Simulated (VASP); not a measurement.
K, 1 atom in the cell. The structure is cubic, space group Im-3m (No. 229). The conventional cell has a = 4.691 Å, b = 4.691 Å, c = 4.691 Å, α = 90.00°, β = 90.00°, γ = 90.00°. Within 5.3 Å of K (site symmetry m-3m) lie 14 K at 4.06 to 4.69 Å. 

```yaml
Program: VASP 6.6.1
Task: single point
Functional: PBE
Potentials_or_basis: VASP PAW PBE potentials, release 64 (K_sv)
Cutoff: 520 eV
k_mesh: 12 × 12 × 12
Occupations: fermi-dirac, width 0.05 eV
Spin: no spin polarisation
Dipole_correction: no
Further_INCAR_settings: ALGO = Normal; EDIFF = 1e-07; NBANDS = 10
```

Potentials or basis: VASP PAW PBE potentials, release 64 (K_sv).

Run with:

```bash
$ cat potpaw_PBE.64/K_sv/POTCAR > POTCAR
$ mpirun -np 1 vasp_std > vasp.out
```

Hardware: 1 thread of Intel Xeon 6975P-C, with other jobs on the host.

How long does it take, and how much memory?

Wall time 33 s on 1 thread of Intel Xeon 6975P-C (shared host), peak memory 0.18 GiB. Counts: scf iterations 13, k points 72.
